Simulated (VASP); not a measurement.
KBr:

```
K Br
1.0
     4.08536    0.00000    0.00000
    -2.04268    3.53803    0.00000
     0.00000    0.00000    5.93074
K Br
1 1
Direct
  0.00000 0.00000 0.50000
  0.00000 0.00000 0.00000
```

The cell was generated, and may not be a known phase.

```yaml
Program: VASP 6.6.1
Task: relaxation of cell and atoms
Functional: PBE
Potentials_or_basis: VASP PAW PBE potentials, release 64 (K_sv, Br)
Cutoff: 600 eV
k_mesh: 6 × 6 × 4
Occupations: gaussian, width 0.1 eV
Spin: no spin polarisation
```

At the start: pressure 1.5 GPa; volume 42.86 Å³/atom.

**Question.** Where does the relaxation end?

**Answer.** Over 15 steps the energy falls by 304.8 meV/atom and the volume is 116.49 Å³/atom (+171.8 %); space group P6/mmm (No. 191, to 0.1 Å) before and after.

The path:
```
step  energy change (eV)  largest force (eV/Å)  pressure (GPa)  volume (Å³)
   1              0.0000                0.0000            1.49        85.72
   2             -0.1402                0.0000            2.18        90.62
   3             -0.1512                0.0000            3.42        96.23
   4             -0.1676                0.0000            2.92        94.22
   5             -0.2546                0.0000            2.21       101.01
   6             -0.4282                0.0000            0.81       123.18
   7             -0.5270                0.0000           -0.35       176.06
   8             -0.5875                0.0000           -0.11       197.24
   9             -0.5911                0.0000            0.27       236.63
  10             -0.6063                0.0000            0.10       216.81
  11             -0.6064                0.0000            0.12       218.75
  12             -0.6064                0.0000            0.12       219.63
  13             -0.6092                0.0000            0.04       230.64
  14             -0.6094                0.0000            0.02       234.48
  15             -0.6096                0.0000            0.00       232.98
```

Final structure:
```cif
data_structure
_symmetry_space_group_name_H-M 'P 1'
_symmetry_Int_Tables_number 1
_cell_length_a 6.6845
_cell_length_b 6.6845
_cell_length_c 6.0209
_cell_angle_alpha 90.000
_cell_angle_beta 90.000
_cell_angle_gamma 120.000
_cell_volume 232.98
loop_
_atom_site_label
_atom_site_type_symbol
_atom_site_fract_x
_atom_site_fract_y
_atom_site_fract_z
_atom_site_occupancy
K1 K 0.00000 0.00000 0.50000 1
Br1 Br 0.00000 0.00000 0.00000 1
```

Caveat: the volume moved by over 15 % at a fixed basis, so the end points are rough.
